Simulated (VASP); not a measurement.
In5Sb2As3, 10 atoms in the cell. It takes space group Pmm2 (No. 25, orthorhombic). Conventional cell: a = 2.949 Å, b = 5.677 Å, c = 15.490 Å, α = 90.00°, β = 90.00°, γ = 90.00°. In (site symmetry mm2) has 2 As at 2.94 Å and 4 In at 2.95 to 3.10 Å and 2 Sb at 3.67 Å within 3.9 Å. In (site symmetry mm2) has 2 Sb at 2.94 Å and 4 In at 2.95 to 3.10 Å and 2 As at 3.67 Å within 3.9 Å. In (site symmetry mm2) has 2 As at 2.94 Å and 4 In at 2.95 to 3.10 Å and 2 Sb at 3.67 Å within 3.9 Å. Within 3.9 Å of In (site symmetry mm2) lie 2 Sb at 2.94 Å and 4 In at 2.95 to 3.10 Å and 2 As at 3.67 Å. In (site symmetry mm2) has 4 As at 2.94 to 3.67 Å and 4 In at 2.95 to 3.10 Å within 3.9 Å. Sb (site symmetry mm2) has 4 In at 2.94 to 3.67 Å and 2 Sb at 2.95 Å and 2 As at 3.10 Å within 3.9 Å. Within 3.9 Å of Sb (site symmetry mm2) lie 4 In at 2.94 to 3.67 Å and 2 Sb at 2.95 Å and 2 As at 3.10 Å. As (site symmetry mm2) has 4 In at 2.94 to 3.67 Å and 2 As at 2.95 Å and 2 Sb at 3.10 Å within 3.9 Å. 

* Program: VASP 6.6.1
* Task: single point
* Functional: PBE
* Potentials or basis: VASP PAW PBE potentials, release 64 (In_d, Sb, As)
* Cutoff: 520 eV
* k mesh: 6 × 4 × 1
* Occupations: gaussian, width 0.1 eV
* Spin: no spin polarisation
* Dipole correction: no
* Further INCAR settings: ALGO = Normal; EDIFF = 1e-06; NBANDS = 56

Potentials or basis: VASP PAW PBE potentials, release 64 (In_d, Sb, As).

Launch:

```bash
$ cat potpaw_PBE.64/In_d/POTCAR potpaw_PBE.64/Sb/POTCAR potpaw_PBE.64/As/POTCAR > POTCAR
$ mpirun -np 1 vasp_std > vasp.out
```

Hardware: 1 thread of AMD EPYC 7R43 64-Core Processor (Zen 3), with other jobs on the host.

How long does it take, and how much memory?

Wall time 3.7 min on 1 thread of AMD EPYC 7R43 64-Core Processor (Zen 3), on a shared host, peak memory 0.37 GiB. Counts: scf iterations 16, k points 12.
